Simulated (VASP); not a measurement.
# W (Im-3m) in VASP: further runs, part 2 of 2

VASP 6.6.1. The steps go on from the part before.

### Step 3. Single point, PBEsol

This run uses another cell than the first one, of 15.69 Å³/atom, 0.983 times its volume.

File INCAR:

```
PREC = Accurate
ENCUT = 520
EDIFF = 1E-6
ISMEAR = 0
SIGMA = 0.1
LREAL = F
LASPH = T
NELM = 100
ALGO = Normal
ISIF = 2
LWAVE = F
LCHARG = T
GGA = PS
LELF = T
LVHAR = T
NBANDS = 13
```

File KPOINTS:

```
regular mesh
0
Gamma
  18 18 18
```

File POSCAR:

```
W
1.0
   -1.5771582577      1.5771582577      1.5771582577
    1.5771582577     -1.5771582577      1.5771582577
    1.5771582577      1.5771582577     -1.5771582577
W
1
Direct
    0.0000000000      0.0000000000      0.0000000000
```

Potentials or basis: VASP PAW PBE potentials, release 64 (W_sv).

Launch:

```
> cat potpaw_PBE.64/W_sv/POTCAR > POTCAR
> mpirun -np 1 vasp_std > vasp.out
```

OUTCAR:

```text
PREC = Accurate
   ENCUT = 520
   EDIFF = 1E-6
   ISMEAR = 0
   LREAL = F
   LASPH = T
   NELM = 100
   ISIF = 2
   GGA = PS

 ion  position               nearest neighbor table
   1  0.000  0.000  0.000-

  LATTYP: Found a body centered cubic cell.
 ALAT       =     3.1543165154

  Lattice vectors:

 A1 = (  -1.5771582577,   1.5771582577,   1.5771582577)
 A2 = (   1.5771582577,  -1.5771582577,   1.5771582577)
 A3 = (   1.5771582577,   1.5771582577,  -1.5771582577)

Analysis of symmetry for initial positions (statically):
=====================================================================
 Subroutine PRICEL returns:
 Original cell was already a primitive cell.

 Routine SETGRP: Setting up the symmetry group for a
 body centered cubic supercell.

 Subroutine GETGRP returns: Found 48 space group operations
[... 9 lines left out ...]

 Routine SETGRP: Setting up the symmetry group for a
 body centered cubic supercell.

 Subroutine GETGRP returns: Found 48 space group operations
[... 11 lines left out ...]
                                     Primitive cell

  volume of cell :      15.6923

  direct lattice vectors                    reciprocal lattice vectors
    -1.577158258  1.577158258  1.577158258     0.000000000  0.317025890  0.317025890
     1.577158258 -1.577158258  1.577158258     0.317025890  0.000000000  0.317025890
     1.577158258  1.577158258 -1.577158258     0.317025890  0.317025890  0.000000000

  length of vectors
     2.731718234  2.731718234  2.731718234     0.448342313  0.448342313  0.448342313

  position of ions in fractional coordinates (direct lattice)
     0.000000000  0.000000000  0.000000000

  ion indices of the primitive-cell ions
   primitive index   ion index
                 1           1

----------------------------------------------------------------------------------------

 KPOINTS: regular mesh

Automatic generation of k-mesh.
 Grid dimensions read from file:
[... 84 lines left out ...]
     AMIX     =   0.40;   BMIX     =  1.00
     AMIX_MAG =   1.60;   BMIX_MAG =  1.00
  volume/ion in A,a.u.               =      15.69       105.90
  Fermi-wavevector in a.u.,A,eV,Ry     =   1.575998  2.978204 33.793724  2.483769
  Thomas-Fermi vector in A             =   2.676897
   LORBIT       =      0    0 simple, 1 ext, 2 COOP (PROOUT), +10 PAW based schemes
   GGA     = PS    functional components
   LHFCALC =     F    Hartree Fock is set to
   AEXX    =    0.0000 exact exchange contribution
   IVDW    =     0    specifies the selected vdW correction
   LEPSILON=     F    determine dielectric tensor
   LRPA    =     F    only Hartree local field effects (RPA)
 non-spin polarized calculation
 Gauss-broadening in eV      SIGMA  =   0.10
  energy-cutoff  :      520.00
  volume of cell :       15.69
 maximum number of plane-waves:       434
   NGX = 11   NGY = 11   NGZ = 11

 number of electron      14.0000005 magnetization

 Free energy of the ion-electron system (eV)
  ---------------------------------------------------
  ext. energy  EPLUGINS =         0.00000000
  ---------------------------------------------------
  free energy    TOTEN  =       -13.80151648 eV

  energy without entropy =      -13.79808332  energy(sigma->0) =      -13.79979990

 E-fermi :  11.4133     XC(G=0): -13.8181

 val. band max:       11.4048185359   @ k =  -0.1667   0.1667   0.0556
 cond. band min:      11.4142191428   @ k =  -0.2778   0.3333   0.2222
 fundamental gap:      0.0094006069
 Fermi energy:        11.4133336413

 k-point     1 :       0.0000    0.0000    0.0000
  band No.  band energies     occupation
      1     -62.7094      2.00000
      2     -26.2522      2.00000
      3     -26.2522      2.00000
      4     -26.2522      2.00000
      5       1.7121      2.00000
      6      10.1705      2.00000
      7      10.1705      2.00000
      8      10.1705      2.00000
      9      13.6819      0.00000
     10      13.6819      0.00000
     11      25.9858      0.00000
     12      25.9858      0.00000
     13      25.9858      0.00000
[... 354 lines left out ...]
  band No.  band energies     occupation
      1     -62.5684      2.00000
      2     -27.5076      2.00000
      3     -26.7228      2.00000
      4     -26.3194      2.00000
      5       5.5138      2.00000
      6       7.9560      2.00000
      7      10.8531      2.00000
      8      13.4629      0.00000
      9      14.8145      0.00000
     10      17.9575      0.00000
     11      22.4763      0.00000
     12      24.0570      0.00000
     13      28.3964      0.00000

 [... further k-points ...]
[... 5 lines left out ...]
  --------------------------------------------------------------------------------------
  -------------------------------------------------------------------------------------
  Total        0.0641332      0.0641332      0.0641332     -0.0000000     -0.0000000      0.0000000
  in kB        6.5479899      6.5479899      6.5479899     -0.0000000     -0.0000000      0.0000000
  external PRESSURE =       6.5479899 kB  Pullay stress =       0.0000000 kB

 VOLUME and BASIS-vectors are now :
 -----------------------------------------------------------------------------
  energy-cutoff  :      520.00
  volume of cell :       15.69
      direct lattice vectors                 reciprocal lattice vectors
    -1.577158258  1.577158258  1.577158258     0.000000000  0.317025890  0.317025890
     1.577158258 -1.577158258  1.577158258     0.317025890  0.000000000  0.317025890
     1.577158258  1.577158258 -1.577158258     0.317025890  0.317025890  0.000000000

 POSITION                                       TOTAL-FORCE (eV/Angst)
 -----------------------------------------------------------------------------------
      0.00000      0.00000      0.00000        -0.000000      0.000000      0.000000
 -----------------------------------------------------------------------------------
    total drift:                                0.000000     -0.000000      0.000000

  FREE ENERGIE OF THE ION-ELECTRON SYSTEM (eV)
  ---------------------------------------------------
  free  energy   TOTEN  =       -13.8015164759 eV

  energy  without entropy=      -13.7980833229  energy(sigma->0) =      -13.79979990
```

stdout:

```text
POSCAR found type information on POSCAR W
 POSCAR found :  1 types and       1 ions
 scaLAPACK will be used
 -----------------------------------------------------------------------------
|                                                                             |
|                                                                             |
|     You enforced a specific xc type in the INCAR file but a different       |
|     I HOPE YOU KNOW WHAT YOU ARE DOING!                                     |
|                                                                             |
 -----------------------------------------------------------------------------

 LDA part: xc-table for (Slater+PW92), standard interpolation
 POSCAR, INCAR and KPOINTS ok, starting setup
 FFT: planning ... GRIDC
 FFT: planning ... GRID_SOFT
 FFT: planning ... GRID
 WAVECAR not read
 entering main loop
```

It took 26 s on 1 thread of Intel Xeon Platinum 8259CL at 2.50GHz (Skylake/Cascade Lake), shared host; peak memory 0.15 GiB.

What came out:

* Free energy: -13.8015 eV
* Pressure: 0.7 GPa
* Band gap on the k mesh: zero (band 7 reaches 16.67 eV, above the bottom of band 8 at 10.17 eV)

Caveat: the PAW data sets were made with another functional, which shifts forces and pressure a little; spin-orbit coupling is left out, which moves the levels of the heavy elements.

### Step 4. Relaxation of cell and atoms, PBEsol

File INCAR:

```
  PREC = Accurate
  ENCUT = 600
  EDIFF = 1E-7
  ISMEAR = 0
  SIGMA = 0.1
  LREAL = F
  LASPH = T
  NELM = 100
  ALGO = Normal
  ISIF = 3
  LWAVE = F
  LCHARG = F
  GGA = PS
  IBRION = 2
  NSW = 80
  EDIFFG = -0.01
```

KPOINTS is that of step 3.

File POSCAR:

```
W
1.0
   -1.5861829274      1.5861829274      1.5861829274
    1.5861829274     -1.5861829274      1.5861829274
    1.5861829274      1.5861829274     -1.5861829274
W
1
Direct
    0.0000000000      0.0000000000      0.0000000000
```

Potentials or basis: VASP PAW PBE potentials, release 64 (W_sv).

Launch:

```
> cat potpaw_PBE.64/W_sv/POTCAR > POTCAR
> mpirun -np 1 vasp_std > vasp.out
```

OUTCAR:

```text
PREC = Accurate
   ENCUT = 600
   EDIFF = 1E-7
   ISMEAR = 0
   LREAL = F
   LASPH = T
   NELM = 100
   ISIF = 3
   GGA = PS
   IBRION = 2
   NSW = 80
   EDIFFG = -0.01

 ion  position               nearest neighbor table
   1  0.000  0.000  0.000-

  LATTYP: Found a body centered cubic cell.
 ALAT       =     3.1723658548

  Lattice vectors:

 A1 = (  -1.5861829274,   1.5861829274,   1.5861829274)
 A2 = (   1.5861829274,  -1.5861829274,   1.5861829274)
 A3 = (   1.5861829274,   1.5861829274,  -1.5861829274)

Analysis of symmetry for initial positions (statically):
=====================================================================
 Subroutine PRICEL returns:
 Original cell was already a primitive cell.

 Routine SETGRP: Setting up the symmetry group for a
 body centered cubic supercell.

 Subroutine GETGRP returns: Found 48 space group operations
[... 9 lines left out ...]

 Routine SETGRP: Setting up the symmetry group for a
 body centered cubic supercell.

 Subroutine GETGRP returns: Found 48 space group operations
[... 11 lines left out ...]
                                     Primitive cell

  volume of cell :      15.9632

  direct lattice vectors                    reciprocal lattice vectors
    -1.586182927  1.586182927  1.586182927     0.000000000  0.315222155  0.315222155
     1.586182927 -1.586182927  1.586182927     0.315222155  0.000000000  0.315222155
     1.586182927  1.586182927 -1.586182927     0.315222155  0.315222155  0.000000000

  length of vectors
     2.747349420  2.747349420  2.747349420     0.445791446  0.445791446  0.445791446

  position of ions in fractional coordinates (direct lattice)
     0.000000000  0.000000000  0.000000000

  ion indices of the primitive-cell ions
   primitive index   ion index
                 1           1

----------------------------------------------------------------------------------------

 KPOINTS: regular mesh

Automatic generation of k-mesh.
 Grid dimensions read from file:
 generate k-points for:   18   18   18

 Generating k-lattice:

  Cartesian coordinates                     Fractional coordinates (reciprocal lattice)
     0.000000000  0.017512342  0.017512342     0.055555556  0.000000000  0.000000000
     0.017512342  0.000000000  0.017512342     0.000000000  0.055555556  0.000000000
     0.017512342  0.017512342  0.000000000     0.000000000  0.000000000  0.055555556

  Length of vectors
     0.024766191  0.024766191  0.024766191

  Shift w.r.t. Gamma in fractional coordinates (k-lattice)
     0.000000000  0.000000000  0.000000000

 Subroutine IBZKPT returns following result:
 ===========================================

 Found    195 irreducible k-points:

 Following reciprocal coordinates:
            Coordinates               Weight
  0.000000  0.000000  0.000000      1.000000
  0.055556  0.000000  0.000000     12.000000
  0.111111  0.000000  0.000000     12.000000
  0.166667  0.000000  0.000000     12.000000
  0.222222  0.000000  0.000000     12.000000
  0.277778  0.000000  0.000000     12.000000
[... 16 lines left out ...]
  0.333333  0.111111 -0.000000     48.000000
  0.388889  0.111111  0.000000     48.000000
 [... further k-points ...]
   k-points           NKPTS =    195   k-points in BZ     NKDIM =    195   number of bands    NBANDS=     11
   number of dos      NEDOS =    301   number of ions     NIONS =      1
   total plane-waves  NPLWV =  13824
   dimension x,y,z NGX =    24 NGY =   24 NGZ =   24
   dimension x,y,z NGXF=    48 NGYF=   48 NGZF=   48
   ions per type =               1
   NGX,Y,Z   is equivalent  to a cutoff of  14.52, 14.52, 14.52 a.u.
   NGXF,Y,Z  is equivalent  to a cutoff of  29.05, 29.05, 29.05 a.u.
 SYSTEM =  unknown system
   PREC   = accura    normal or accurate (medium, high low for compatibility)
   ISTART =      0    job   : 0-new  1-cont  2-samecut
   ICHARG =      2    charge: 1-file 2-atom 10-const
   ISPIN  =      1    spin polarized calculation?
   LNONCOLLINEAR =      F non collinear calculations
   LSORBIT =      F    spin-orbit coupling
   LASPH  =      T    aspherical Exc in radial PAW
   ENCUT  =  600.0 eV  44.10 Ry    6.64 a.u.   5.49  5.49  5.49*2*pi/ulx,y,z
   NELM   =    100;   NELMIN=  2; NELMDL= -5     # of ELM steps
   EDIFF  = 0.1E-06   stopping-criterion for ELM
   LREAL  =      F    real-space projection
   EDIFFG = -.1E-01   stopping-criterion for IOM
   NSW    =     80    number of steps for IOM
   IBRION =      2    ionic relax: 0-MD 1-quasi-New 2-CG
   NFREE  =      1    steps in history (QN), initial steepest desc. (CG)
   ISIF   =      3    stress and relaxation
   ISYM   =      2    0-nonsym 1-usesym 2-fastsym
   POTIM  = 0.5000    time-step for ionic-motion
   TEBEG  =    0.0;   TEEND  =   0.0 temperature during run
   PSTRESS=    0.0 pullay stress
   NELECT =      14.0000    total number of electrons
   NUPDOWN=      -1.0000    fix difference up-down
   EMIN   =  10.00;   EMAX   =-10.00  energy-range for DOS
   EFERMI =   0.00;   METHOD = LEGACY
   ISMEAR =     0;   SIGMA  =   0.10  broadening in eV -4-tet -1-fermi 0-gaus
   EFERMI_NEDOS =   21; number of points for ismear=-14 and -15
   IALGO  =     38    algorithm
   IMIX   =      4    mixing-type and parameters
     AMIX     =   0.40;   BMIX     =  1.00
     AMIX_MAG =   1.60;   BMIX_MAG =  1.00
  volume/ion in A,a.u.               =      15.96       107.72
  Fermi-wavevector in a.u.,A,eV,Ry     =   1.567031  2.961259 33.410276  2.455586
  Thomas-Fermi vector in A             =   2.669271
   LORBIT       =      0    0 simple, 1 ext, 2 COOP (PROOUT), +10 PAW based schemes
   GGA     = PS    functional components
   LHFCALC =     F    Hartree Fock is set to
   AEXX    =    0.0000 exact exchange contribution
   IVDW    =     0    specifies the selected vdW correction
   LEPSILON=     F    determine dielectric tensor
   LRPA    =     F    only Hartree local field effects (RPA)
 conjugate gradient relaxation of ions
 non-spin polarized calculation
 Gauss-broadening in eV      SIGMA  =   0.10
  energy-cutoff  :      600.00
  volume of cell :       15.96
 maximum number of plane-waves:       555
 NGX is ok and might be reduce to    24
   NGX = 11   NGY = 11   NGZ = 11

--------------------------------------- Ionic step        1  -------------------------------------------

 number of electron      14.0000002 magnetization

 Free energy of the ion-electron system (eV)
  ---------------------------------------------------
  ext. energy  EPLUGINS =         0.00000000
  ---------------------------------------------------
  free energy    TOTEN  =       -13.79821701 eV

  energy without entropy =      -13.79471257  energy(sigma->0) =      -13.79646479

------------------------ aborting loop because EDIFF is reached ----------------------------------------

  FORCE on cell =-STRESS in cart. coord.  units (eV):
  Direction    XX          YY          ZZ          XY          YZ          ZX
  --------------------------------------------------------------------------------------
  -------------------------------------------------------------------------------------
  Total       -0.4736633     -0.4736633     -0.4736633      0.0000000      0.0000000     -0.0000000
  in kB      -47.5401420    -47.5401420    -47.5401420      0.0000000      0.0000000     -0.0000000
  external PRESSURE =     -47.5401420 kB  Pullay stress =       0.0000000 kB
[... 90 lines left out ...]
  energy  without entropy=      -13.7983408595  energy(sigma->0) =      -13.80006149

--------------------------------------- Ionic step        4  -------------------------------------------

 number of electron      14.0000001 magnetization

 Free energy of the ion-electron system (eV)
  ---------------------------------------------------
  ext. energy  EPLUGINS =         0.00000000
  ---------------------------------------------------
  free energy    TOTEN  =       -13.80178461 eV

  energy without entropy =      -13.79834465  energy(sigma->0) =      -13.80006463

 E-fermi :  11.3818     XC(G=0): -13.8056

 val. band max:       11.3732507948   @ k =  -0.1667   0.1667   0.0556
 cond. band min:      11.3824959767   @ k =  -0.2778   0.3333   0.2222
 fundamental gap:      0.0092451819
 Fermi energy:        11.3818054561

 k-point     1 :       0.0000    0.0000    0.0000
  band No.  band energies     occupation
      1     -62.7438      2.00000
      2     -26.2899      2.00000
      3     -26.2899      2.00000
      4     -26.2899      2.00000
      5       1.6926      2.00000
      6      10.1425      2.00000
      7      10.1425      2.00000
      8      10.1425      2.00000
      9      13.6449      0.00000
     10      13.6449      0.00000
     11      25.9492      0.00000
[... 309 lines left out ...]
 k-point    24 :       0.3889    0.1111    0.0000
  band No.  band energies     occupation
      1     -62.6041      2.00000
      2     -27.5363      2.00000
      3     -26.7574      2.00000
      4     -26.3566      2.00000
      5       5.4949      2.00000
      6       7.9342      2.00000
      7      10.8181      2.00000
      8      13.4253      0.00000
      9      14.7723      0.00000
     10      17.9060      0.00000
     11      22.4130      0.00000

 [... further k-points ...]
[... 5 lines left out ...]
  --------------------------------------------------------------------------------------
  -------------------------------------------------------------------------------------
  Total       -0.0001202     -0.0001202     -0.0001202      0.0000000      0.0000000      0.0000000
  in kB       -0.0122462     -0.0122462     -0.0122462      0.0000000      0.0000000      0.0000000
  external PRESSURE =      -0.0122462 kB  Pullay stress =       0.0000000 kB
[... 16 lines left out ...]
  FREE ENERGIE OF THE ION-ELECTRON SYSTEM (eV)
  ---------------------------------------------------
  free  energy   TOTEN  =       -13.8017846090 eV

  energy  without entropy=      -13.7983446534  energy(sigma->0) =      -13.80006463

 reached required accuracy - stopping structural energy minimisation
```

Wall time 39 s (1 thread of Intel Xeon Platinum 8488C (Sapphire Rapids), shared host); peak memory 0.18 GiB.

What came out:

- Free energy: -13.8018 eV
- Relaxed volume: 15.73 Å³/atom
- Relaxed cell: a = 2.734 Å, b = 2.734 Å, c = 2.734 Å, α = 109.47°, β = 109.47°, γ = 109.47°
- Space group after relaxing (to 0.05 Å): Im-3m (No. 229)
- Energy gained by relaxing: 3.6 meV/atom
- Ionic steps: 4
- Pressure after relaxing: 0.0 GPa
- Band gap on the k mesh: zero (band 7 reaches 16.63 eV, above the bottom of band 8 at 10.14 eV)

The path:
```csv
step,energy change (eV),largest force (eV/Å),pressure (GPa),volume (Å³)
1,0.0000,0.0000,-4.75,15.96
2,0.0461,0.0000,20.01,14.89
3,-0.0036,0.0000,-0.13,15.73
4,-0.0036,0.0000,0.00,15.73
```

Final structure:
```cif
data_structure
_symmetry_space_group_name_H-M 'P 1'
_symmetry_Int_Tables_number 1
_cell_length_a 2.7337
_cell_length_b 2.7337
_cell_length_c 2.7337
_cell_angle_alpha 109.471
_cell_angle_beta 109.471
_cell_angle_gamma 109.471
_cell_volume 15.73
loop_
_atom_site_label
_atom_site_type_symbol
_atom_site_fract_x
_atom_site_fract_y
_atom_site_fract_z
_atom_site_occupancy
W1 W 0.00000 0.00000 0.00000 1
```

Caveat: the PAW data sets were made with another functional, which shifts forces and pressure a little; spin-orbit coupling is left out, which moves the levels of the heavy elements.

### Step 5. The runs side by side

| task | cell | k mesh | cutoff (eV) | gap on the mesh (eV) | pressure (GPa) |
| --- | --- | --- | --- | --- | --- |
| single point | a = 2.747 Å, angles 109.5°, 1 atom | 8 × 8 × 8 | 520 | none | -4.4 |
| single point | a = 2.732 Å, angles 109.5°, 1 atom | 18 × 18 × 18 | 520 | none | 0.7 |
| relaxation of cell and atoms | relaxed from a = 2.747 Å, angles 109.5°, 1 atom | 18 × 18 × 18 | 600 | none | 0.0 |

Alike in all rows: level PBEsol; potentials or basis VASP PAW PBE potentials, release 64 (W_sv); no spin polarisation; smearing gaussian 0.1 eV.

Caveats: the PAW data sets were made with another functional, which shifts forces and pressure a little; spin-orbit coupling is left out, which moves the levels of the heavy elements.

Total energies depend on the potentials used, so only differences within one code and one set of settings carry meaning.
